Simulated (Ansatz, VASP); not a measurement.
# BiB: VASP beside Ansatz

File POSCAR:

```
BiB
1.0
    0.0000000000      2.7448744688      2.7448744688
    2.7448744688      0.0000000000      2.7448744688
    2.7448744688      2.7448744688      0.0000000000
B Bi
1 1
Direct
    0.0000000000      0.0000000000      0.0000000000
    0.2500000000      0.2500000000      0.2500000000
```

File INCAR.step1:

```
  ALGO = Normal
  EDIFF = 1E-5
  ENCUT = 520
  GGA = PE
  ISIF = 2
  ISMEAR = 0
  LASPH = T
  LCHARG = F
  LREAL = F
  LWAVE = T
  NBANDS = 16
  NELM = 80
  PREC = Accurate
  SIGMA = 0.2
```

File INCAR.step2:

```
  ALGO = Normal
  EDIFF = 1E-7
  ENCUT = 520
  GGA = PE
  HFSCREEN = 0.2079
  ISIF = 2
  ISMEAR = 0
  ISTART = 1
  LASPH = T
  LCHARG = F
  LHFCALC = T
  LREAL = F
  LWAVE = F
  NBANDS = 16
  NELM = 80
  PREC = Accurate
  PRECFOCK = Normal
  SIGMA = 0.2
```

The input KPOINTS:

```
k-points
0
Gamma
  4 4 4
```

Input for Ansatz:

```yaml
crystal:
  lattice:
    - [0.0, 2.7448744688, 2.7448744688]
    - [2.7448744688, 0.0, 2.7448744688]
    - [2.7448744688, 2.7448744688, 0.0]
  atoms:
    - { symbol: B, position: [0.0, 0.0, 0.0] }
    - { symbol: Bi, position: [0.25, 0.25, 0.25] }
kpoints:
  mp_grid: { grid: [4, 4, 4] }
hamiltonian:
  xc: hse06
scf:
  occupations: { method: gaussian, width: 0.2 }
  n_extra_bands: 4
output:
  forces: true
  stress: true
  eigenvalues: true
```

Alike in both runs: task single point; functional HSE06; k mesh 4 × 4 × 4; occupations gaussian, width 0.2 eV; no spin polarisation.

```csv
,VASP,Ansatz
version,VASP 6.6.1,Ansatz 0.2.0
potentials or method,"VASP PAW PBE potentials, release 64 (B, Bi_d)",plane waves
plane-wave cutoff (eV),520,420
valence electrons in the cell,18,18
```

|  | VASP | Ansatz | Ansatz less VASP |
| --- | --- | --- | --- |
| pressure (GPa) | -1.9 | -1.9 | +0.02 |

Ansatz's warnings: stress exchange threshold loose, stress scf threshold loose.

The k mesh is coarse, so the values compare programs but aren't converged. Spin-orbit coupling is off throughout.
